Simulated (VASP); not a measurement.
# MgS (F-43m) in VASP: notebook

Aim: see how the results for MgS move with the level of theory and the settings. Levels: PBE, PBEsol+D3(BJ), PBE+D4. Tasks: single point.

Everything below comes from runs of VASP 6.6.1. Logs are shortened: lines on timing, memory, paths and dates and some standing lists are left out, and cuts for length are marked.

## Step 1: The cell of the first run

The structure is cubic, space group F-43m (No. 216). The conventional cell has a = 5.666 Å, b = 5.666 Å, c = 5.666 Å, α = 90.00°, β = 90.00°, γ = 90.00°. Mg (site symmetry -43m) has 4 S at 2.45 Å within 3.2 Å. S (site symmetry -43m) has 4 Mg at 2.45 Å within 3.2 Å.

## Step 2: Single point, PBE

Input file INCAR:

```
SYSTEM = MgS
PREC     = Accurate       ! precision mode
ENCUT    = 520            ! plane-wave cutoff, eV
EDIFF    = 1E-7           ! SCF threshold, eV
ISMEAR   = 0              ! smearing method
SIGMA    = 0.1            ! smearing width, eV
LREAL    = .False.        ! projectors in reciprocal space
LASPH    = .True.         ! aspherical terms in the spheres
NELM     = 100            ! most SCF steps
ALGO     = Normal         ! electronic algorithm
ISIF     = 2              ! what is computed and relaxed
LWAVE    = .False.        ! write WAVECAR
LCHARG   = .True.         ! write CHGCAR
GGA      = PE             ! functional
LELF     = .True.         ! ELF
LVHAR    = .True.       
NBANDS   = 11             ! bands
```

Input file KPOINTS:

```
Automatic mesh
0
Gamma
  8 8 8
  0 0 0
```

Input file POSCAR:

```
MgS
1.0
    0.0000000000      2.8331200468      2.8331200468
    2.8331200468      0.0000000000      2.8331200468
    2.8331200468      2.8331200468      0.0000000000
Mg S
1 1
Direct
    0.0000000000      0.0000000000      0.0000000000
    0.7500000000      0.7500000000      0.7500000000
```

Potentials or basis: VASP PAW PBE potentials, release 64 (Mg, S).

Launch:

```
$ cat potpaw_PBE.64/Mg/POTCAR potpaw_PBE.64/S/POTCAR > POTCAR
$ mpirun -np 1 vasp_std > vasp.out
```

OUTCAR:

```text
SYSTEM = MgS
   PREC = Accurate
   ENCUT = 520
   EDIFF = 1E-7
   ISMEAR = 0
   LREAL = .False.
   LASPH = .True.
   NELM = 100
   ISIF = 2
   GGA = PE

 ion  position               nearest neighbor table
   1  0.000  0.000  0.000-   2 2.45   2 2.45   2 2.45   2 2.45
   2  0.750  0.750  0.750-   1 2.45   1 2.45   1 2.45   1 2.45

  LATTYP: Found a face centered cubic cell.
 ALAT       =     5.6662400936

  Lattice vectors:

 A1 = (   0.0000000000,   2.8331200468,   2.8331200468)
 A2 = (   2.8331200468,   0.0000000000,   2.8331200468)
 A3 = (   2.8331200468,   2.8331200468,   0.0000000000)

Analysis of symmetry for initial positions (statically):
=====================================================================
 Subroutine PRICEL returns:
 Original cell was already a primitive cell.

 Routine SETGRP: Setting up the symmetry group for a
 face centered cubic supercell.

 Subroutine GETGRP returns: Found 24 space group operations
 (whereof 24 operations were pure point group operations)
 out of a pool of 48 trial point group operations.

The static configuration has the point symmetry T_d .

Analysis of symmetry for dynamics (positions and initial velocities):
=====================================================================
 Subroutine PRICEL returns:
 Original cell was already a primitive cell.

 Routine SETGRP: Setting up the symmetry group for a
 face centered cubic supercell.

 Subroutine GETGRP returns: Found 24 space group operations
 (whereof 24 operations were pure point group operations)
 out of a pool of 48 trial point group operations.

The dynamic configuration has the point symmetry T_d .

 Subroutine INISYM returns: Found 24 space group operations
 (whereof 24 operations are pure point group operations),
 and found     1 'primitive' translations

----------------------------------------------------------------------------------------

                                     Primitive cell

  volume of cell :      45.4805

  direct lattice vectors                    reciprocal lattice vectors
     0.000000000  2.833120047  2.833120047    -0.176483874  0.176483874  0.176483874
     2.833120047  0.000000000  2.833120047     0.176483874 -0.176483874  0.176483874
     2.833120047  2.833120047  0.000000000     0.176483874  0.176483874 -0.176483874

  length of vectors
     4.006636794  4.006636794  4.006636794     0.305679036  0.305679036  0.305679036

  position of ions in fractional coordinates (direct lattice)
     0.000000000  0.000000000  0.000000000
     0.750000000  0.750000000  0.750000000

  ion indices of the primitive-cell ions
   primitive index   ion index
                 1           1
[... 79 lines left out ...]
   ISIF   =      2    stress and relaxation
   ISYM   =      2    0-nonsym 1-usesym 2-fastsym
   POTIM  = 0.5000    time-step for ionic-motion
   TEBEG  =    0.0;   TEEND  =   0.0 temperature during run
   PSTRESS=    0.0 pullay stress
   NELECT =       8.0000    total number of electrons
   NUPDOWN=      -1.0000    fix difference up-down
   EMIN   =  10.00;   EMAX   =-10.00  energy-range for DOS
   EFERMI =   0.00;   METHOD = LEGACY
   ISMEAR =     0;   SIGMA  =   0.10  broadening in eV -4-tet -1-fermi 0-gaus
   EFERMI_NEDOS =   21; number of points for ismear=-14 and -15
   IALGO  =     38    algorithm
   IMIX   =      4    mixing-type and parameters
     AMIX     =   0.40;   BMIX     =  1.00
     AMIX_MAG =   1.60;   BMIX_MAG =  1.00
  volume/ion in A,a.u.               =      22.74       153.46
  Fermi-wavevector in a.u.,A,eV,Ry     =   0.917269  1.733386 11.447692  0.841382
  Thomas-Fermi vector in A             =   2.042218
   LORBIT       =      0    0 simple, 1 ext, 2 COOP (PROOUT), +10 PAW based schemes
   GGA     = PE    functional components
   LHFCALC =     F    Hartree Fock is set to
   AEXX    =    0.0000 exact exchange contribution
   IVDW    =     0    specifies the selected vdW correction
   LEPSILON=     F    determine dielectric tensor
   LRPA    =     F    only Hartree local field effects (RPA)
 non-spin polarized calculation
 Gauss-broadening in eV      SIGMA  =   0.10
  energy-cutoff  :      520.00
  volume of cell :       45.48
 maximum number of plane-waves:      1243
 NGX is ok and might be reduce to    30
   NGX = 15   NGY = 15   NGZ = 15

 number of electron       8.0000001 magnetization

 Free energy of the ion-electron system (eV)
  ---------------------------------------------------
  ext. energy  EPLUGINS =         0.00000000
  ---------------------------------------------------
  free energy    TOTEN  =        -8.47125073 eV

  energy without entropy =       -8.47125073  energy(sigma->0) =       -8.47125073

 E-fermi :   1.4811     XC(G=0):  -8.3810

 val. band max:        1.0483379500   @ k =   0.0000   0.0000   0.0000
 cond. band min:       4.4947735701   @ k =   0.0000   0.0000   0.0000
 fundamental gap:      3.4464356201
 Fermi energy:         1.4811103463

 k-point     1 :       0.0000    0.0000    0.0000
  band No.  band energies     occupation
      1     -10.2111      2.00000
      2       1.0483      2.00000
      3       1.0483      2.00000
      4       1.0483      2.00000
      5       4.4948      0.00000
      6       8.9923      0.00000
      7       8.9923      0.00000
      8       8.9923      0.00000
      9      11.8746      0.00000
     10      11.8746      0.00000
     11      14.7528      0.00000
[... 309 lines left out ...]
 k-point    24 :      -0.3750    0.2500    0.1250
  band No.  band energies     occupation
      1      -9.4243      2.00000
      2      -1.7179      2.00000
      3      -0.2417      2.00000
      4       0.4050      2.00000
      5       7.1064      0.00000
      6       7.5353      0.00000
      7       9.7725      0.00000
      8       9.9089      0.00000
      9      12.4336      0.00000
     10      13.8762      0.00000
     11      15.2090      0.00000

 [... further k-points ...]
[... 5 lines left out ...]
  --------------------------------------------------------------------------------------
  -------------------------------------------------------------------------------------
  Total        0.2248059      0.2248059      0.2248059     -0.0000000     -0.0000000      0.0000000
  in kB        7.9194202      7.9194202      7.9194202     -0.0000000     -0.0000000      0.0000000
  external PRESSURE =       7.9194202 kB  Pullay stress =       0.0000000 kB

 VOLUME and BASIS-vectors are now :
 -----------------------------------------------------------------------------
  energy-cutoff  :      520.00
  volume of cell :       45.48
      direct lattice vectors                 reciprocal lattice vectors
     0.000000000  2.833120047  2.833120047    -0.176483874  0.176483874  0.176483874
     2.833120047  0.000000000  2.833120047     0.176483874 -0.176483874  0.176483874
     2.833120047  2.833120047  0.000000000     0.176483874  0.176483874 -0.176483874

 POSITION                                       TOTAL-FORCE (eV/Angst)
 -----------------------------------------------------------------------------------
      0.00000      0.00000      0.00000        -0.000000     -0.000000     -0.000000
      4.24968      4.24968      4.24968         0.000000      0.000000      0.000000
 -----------------------------------------------------------------------------------
    total drift:                               -0.000000     -0.000000     -0.000000

  FREE ENERGIE OF THE ION-ELECTRON SYSTEM (eV)
  ---------------------------------------------------
  free  energy   TOTEN  =        -8.4712507280 eV

  energy  without entropy=       -8.4712507280  energy(sigma->0) =       -8.47125073
```

OSZICAR:

```text
N       E                     dE             d eps       ncg     rms          rms(c)
DAV:   1     0.246595956568E+02    0.24660E+02   -0.34529E+03   638   0.569E+02
DAV:   2    -0.697561478297E+01   -0.31635E+02   -0.29663E+02   765   0.101E+02
DAV:   3    -0.897219703100E+01   -0.19966E+01   -0.19934E+01   784   0.268E+01
DAV:   4    -0.898886795824E+01   -0.16671E-01   -0.16669E-01   768   0.300E+00
DAV:   5    -0.898907634937E+01   -0.20839E-03   -0.20839E-03   808   0.340E-01    0.404E+00
DAV:   6    -0.849867814243E+01    0.49040E+00   -0.12318E+00   689   0.412E+00    0.310E+00
DAV:   7    -0.846426799253E+01    0.34410E-01   -0.26875E-01   755   0.211E+00    0.242E+00
DAV:   8    -0.847190662946E+01   -0.76386E-02   -0.23421E-02   704   0.924E-01    0.136E+00
DAV:   9    -0.847103444082E+01    0.87219E-03   -0.23784E-03   710   0.241E-01    0.440E-01
DAV:  10    -0.847124443025E+01   -0.20999E-03   -0.68129E-04   707   0.122E-01    0.920E-02
DAV:  11    -0.847124932852E+01   -0.48983E-05   -0.55180E-05   770   0.302E-02    0.557E-02
DAV:  12    -0.847125073419E+01   -0.14057E-05   -0.70890E-06   719   0.132E-02    0.624E-03
DAV:  13    -0.847125072798E+01    0.62104E-08   -0.30533E-07   814   0.279E-03
   1 F= -.84712507E+01 E0= -.84712507E+01  d E =-.261263E-11
```

It took 12 s on 1 thread of Intel Xeon Platinum 8375C at 2.90GHz (Ice Lake), shared host; peak memory 0.17 GiB.

What came out:

- Free energy: -8.4713 eV
- Pressure: 0.8 GPa
- Band gap on the k mesh: 3.45 eV, direct

A k mesh can miss the band edges. Expect the measured gap to be larger: semilocal functionals such as PBE lack the derivative discontinuity.

## Step 3: Single point, PBEsol+D3(BJ)

Input file INCAR:

```
SYSTEM = MgS
ALGO = Normal ; EDIFF = 1E-6
ENCUT = 600 ; GGA = PS
GGA_COMPAT = .FALSE. ; ISIF = 2
ISMEAR = 0 ; IVDW = 12
LASPH = .TRUE. ; LCHARG = .FALSE.
LREAL = .FALSE. ; LWAVE = .FALSE.
NBANDS = 11 ; NELM = 120
PREC = Accurate ; SIGMA = 0.1
```

Input file KPOINTS:

```
k-points
0
G
  1 1 1
  0 0 0
```

POSCAR is that of step 2.

Potentials or basis: VASP PAW PBE potentials, release 64 (Mg, S).

Launch:

```
$ cat potpaw_PBE.64/Mg/POTCAR potpaw_PBE.64/S/POTCAR > POTCAR
$ mpirun -np 1 vasp_gam > vasp.out
```

OUTCAR:

```text
SYSTEM = MgS
   EDIFF = 1E-6
   ENCUT = 600
   GGA = PS
   ISIF = 2
   ISMEAR = 0
   IVDW = 12
   LASPH = .TRUE.
   LREAL = .FALSE.
   NELM = 120
   PREC = Accurate
 IVDW          = 12

 ion  position               nearest neighbor table
   1  0.000  0.000  0.000-   2 2.45   2 2.45   2 2.45   2 2.45
   2  0.750  0.750  0.750-   1 2.45   1 2.45   1 2.45   1 2.45

  LATTYP: Found a face centered cubic cell.
 ALAT       =     5.6662400936

  Lattice vectors:

 A1 = (   0.0000000000,   2.8331200468,   2.8331200468)
 A2 = (   2.8331200468,   0.0000000000,   2.8331200468)
 A3 = (   2.8331200468,   2.8331200468,   0.0000000000)

Analysis of symmetry for initial positions (statically):
=====================================================================
 Subroutine PRICEL returns:
 Original cell was already a primitive cell.

 Routine SETGRP: Setting up the symmetry group for a
 face centered cubic supercell.

 Subroutine GETGRP returns: Found 24 space group operations
 (whereof 24 operations were pure point group operations)
 out of a pool of 48 trial point group operations.

The static configuration has the point symmetry T_d .

Analysis of symmetry for dynamics (positions and initial velocities):
=====================================================================
 Subroutine PRICEL returns:
 Original cell was already a primitive cell.

 Routine SETGRP: Setting up the symmetry group for a
 face centered cubic supercell.

 Subroutine GETGRP returns: Found 24 space group operations
 (whereof 24 operations were pure point group operations)
 out of a pool of 48 trial point group operations.

The dynamic configuration has the point symmetry T_d .

 Subroutine INISYM returns: Found 24 space group operations
 (whereof 24 operations are pure point group operations),
[... 85 lines left out ...]
   EMIN   =  10.00;   EMAX   =-10.00  energy-range for DOS
   EFERMI =   0.00;   METHOD = LEGACY
   ISMEAR =     0;   SIGMA  =   0.10  broadening in eV -4-tet -1-fermi 0-gaus
   EFERMI_NEDOS =   21; number of points for ismear=-14 and -15
   IALGO  =     38    algorithm
   IMIX   =      4    mixing-type and parameters
     AMIX     =   0.40;   BMIX     =  1.00
     AMIX_MAG =   1.60;   BMIX_MAG =  1.00
  volume/ion in A,a.u.               =      22.74       153.46
  Fermi-wavevector in a.u.,A,eV,Ry     =   0.917269  1.733386 11.447692  0.841382
  Thomas-Fermi vector in A             =   2.042218
   LORBIT       =      0    0 simple, 1 ext, 2 COOP (PROOUT), +10 PAW based schemes
   GGA     = PS    functional components
   LHFCALC =     F    Hartree Fock is set to
   AEXX    =    0.0000 exact exchange contribution
   IVDW    =    12    specifies the selected vdW correction
   LEPSILON=     F    determine dielectric tensor
   LRPA    =     F    only Hartree local field effects (RPA)
 non-spin polarized calculation
 Gauss-broadening in eV      SIGMA  =   0.10
  energy-cutoff  :      600.00
  volume of cell :       45.48
 maximum number of plane-waves:       736
   NGX = 17   NGY = 17   NGZ = 17

 number of electron       8.0000000 magnetization

 Free energy of the ion-electron system (eV)
  ---------------------------------------------------
  ext. energy  EPLUGINS =         0.00000000
  ---------------------------------------------------
  free energy    TOTEN  =        -1.46947774 eV

  energy without entropy =       -1.46947774  energy(sigma->0) =       -1.46947774

 E-fermi :   2.9716     XC(G=0):  -7.8911

 val. band max:        2.4369069162   @ k =   0.0000   0.0000   0.0000
 cond. band min:       5.2892797508   @ k =   0.0000   0.0000   0.0000
 fundamental gap:      2.8523728346
 Fermi energy:         2.9715726665

 k-point     1 :       0.0000    0.0000    0.0000
  band No.  band energies     occupation
      1      -8.7091      2.00000
      2       2.4369      2.00000
      3       2.4369      2.00000
      4       2.4369      2.00000
      5       5.2893      0.00000
      6       9.5430      0.00000
      7       9.5430      0.00000
      8       9.5430      0.00000
      9      12.5477      0.00000
     10      12.5478      0.00000
     11      14.9945      0.00000

------------------------ aborting loop because EDIFF is reached ----------------------------------------

 Edisp (eV)   -0.46983

 E8    (eV) :    -0.2936

  FORCE on cell =-STRESS in cart. coord.  units (eV):
  Direction    XX          YY          ZZ          XY          YZ          ZX
  --------------------------------------------------------------------------------------
  -------------------------------------------------------------------------------------
  Total       5.05159     5.05159     5.05159     0.00000     0.00000    -0.00000
  in kB     177.95636   177.95636   177.95636     0.00000     0.00000    -0.00000
  external pressure =      177.96 kB  Pullay stress =        0.00 kB

 VOLUME and BASIS-vectors are now :
 -----------------------------------------------------------------------------
  energy-cutoff  :      600.00
  volume of cell :       45.48
      direct lattice vectors                 reciprocal lattice vectors
     0.000000000  2.833120047  2.833120047    -0.176483874  0.176483874  0.176483874
     2.833120047  0.000000000  2.833120047     0.176483874 -0.176483874  0.176483874
     2.833120047  2.833120047  0.000000000     0.176483874  0.176483874 -0.176483874

 POSITION                                       TOTAL-FORCE (eV/Angst)
 -----------------------------------------------------------------------------------
      0.00000      0.00000      0.00000         0.000000      0.000000      0.000000
      4.24968      4.24968      4.24968        -0.000000     -0.000000     -0.000000
 -----------------------------------------------------------------------------------
    total drift:                                0.000000      0.000000      0.000000

  FREE ENERGIE OF THE ION-ELECTRON SYSTEM (eV)
  ---------------------------------------------------
  free  energy   TOTEN  =        -1.9393106469 eV

  energy  without entropy=       -1.9393106469  energy(sigma->0) =       -1.93931065
```

It took 7.7 s on 1 thread of AMD EPYC 7R13, shared host; peak memory 0.14 GiB.

Results:

| Property | Result |
| --- | --- |
| Free energy | -1.9393 eV |
| Pressure | 17.8 GPa |
| Band gap on the k mesh | 2.85 eV |
| Dispersion energy per atom | -0.235 eV |

Caveat: the k points lie up to 1.92 Å⁻¹ apart; three body term missing; the PAW data sets were made with another functional, which shifts forces and pressure a little. A k mesh can miss the band edges.

## Step 4: Single point, PBE

Input file INCAR:

```
SYSTEM = MgS
ALGO = Normal
EDIFF = 1E-6
ENCUT = 600
GGA = PE
GGA_COMPAT = .FALSE.
ISIF = 2
ISMEAR = 0
LASPH = .TRUE.
LCHARG = .TRUE.
LELF = .TRUE.
LREAL = .FALSE.
LVHAR = .TRUE.
LWAVE = .FALSE.
NBANDS = 11
NELM = 120
PREC = Accurate
SIGMA = 0.1
```

Input file KPOINTS:

```
k-points
0
G
  2 2 2
  0 0 0
```

POSCAR is that of step 3.

Launch:

```
$ cat potpaw_PBE.64/Mg/POTCAR potpaw_PBE.64/S/POTCAR > POTCAR
$ mpirun -np 1 vasp_std > vasp.out
```

Run time: 12 s. Hardware: 1 thread of AMD EPYC 7R13, shared host; peak memory 0.14 GiB.

Results (log left out):

* Free energy: -7.7499 eV
* Pressure: 3.9 GPa
* Band gap on the k mesh: 3.36 eV, direct

Levels at points of the mesh, in eV from the valence-band top:
| k point | band 2 | band 3 | band 4 | band 5 | band 6 | band 7 |
| --- | --- | --- | --- | --- | --- | --- |
| (0.00, 0.00, 0.00) | 0.00 | 0.00 | 0.00 | 3.36 | 7.77 | 7.77 |
| (0.50, 0.00, 0.00) | -3.21 | -0.34 | -0.34 | 4.96 | 7.46 | 7.46 |
| (0.50, 0.50, 0.00) | -2.89 | -1.06 | -1.06 | 3.73 | 5.47 | 11.12 |

Caveat: the k points lie up to 0.96 Å⁻¹ apart.

## Step 5: Single point, PBE+D4

Input file INCAR:

```
  PREC = Accurate
  ENCUT = 600
  EDIFF = 1E-6
  ISMEAR = 0
  SIGMA = 0.01
  LREAL = False
  LASPH = True
  NELM = 120
  ALGO = Normal
  ISIF = 2
  LWAVE = False
  LCHARG = False
  GGA = PE
  IVDW = 13
  NBANDS = 11
  GGA_COMPAT = False
```

Input file KPOINTS:

```
Automatic mesh
0
Gamma
  2 2 2
```

Input file POSCAR:

```
MgS
1.0
    0.0000000000      2.8331200468      2.8331200468
    2.8331200468      0.0000000000      2.8331200468
    2.8331200468      2.8331200468      0.0000000000
Mg S
1 1
Direct
    0.9000000000      0.7760000000      0.8240000000
    1.6500000000      1.5260000000      1.5740000000
```

Launch:

```
$ cat potpaw_PBE.64/Mg/POTCAR potpaw_PBE.64/S/POTCAR > POTCAR
$ mpirun -np 1 vasp_std > vasp.out
```

Wall time 9.7 s (1 thread of AMD EPYC 7R13, shared host); peak memory 0.14 GiB.

The run converged. Its results:

```yaml
Free_energy: -8.1986 eV
Pressure: 2.1 GPa
Band_gap_on_the_k_mesh: 3.36 eV, direct
Dispersion_energy_per_atom: -0.224 eV
```

Levels at points of the mesh, in eV from the valence-band top:
```tsv
k point	band 1	band 2	band 3	band 4	band 5	band 6	band 7	band 8	band 9
(0.00, 0.00, 0.00)	-11.24	0.00	0.00	0.00	3.36	7.77	7.77	7.77	10.67
(0.50, 0.00, 0.00)	-10.53	-3.21	-0.34	-0.34	4.96	7.46	7.46	8.56	12.76
(0.50, 0.50, 0.00)	-10.31	-2.89	-1.06	-1.06	3.73	5.47	11.12	12.15	12.15
```

Caveat: the k points lie up to 0.96 Å⁻¹ apart. A k mesh can miss the band edges.

## Step 6: Overview

```tsv
level	k mesh	cutoff (eV)	smearing	gap on the mesh (eV)	pressure (GPa)
PBE	8 × 8 × 8	520	gaussian 0.1 eV	3.45	0.8
PBEsol+D3(BJ)	1 × 1 × 1	600	gaussian 0.1 eV	2.85	17.8
PBE	2 × 2 × 2	600	gaussian 0.1 eV	3.36	3.9
PBE+D4	2 × 2 × 2	600	gaussian 0.01 eV	3.36	2.1
```

Alike in all rows: task single point; potentials or basis VASP PAW PBE potentials, release 64 (Mg, S); no spin polarisation; cell as given.

Caveats: some runs use coarse meshes; three body term missing (some runs); the PAW data sets were made with another functional, which shifts forces and pressure a little (some runs).

Absolute energies hang on the potentials; compare differences alone.
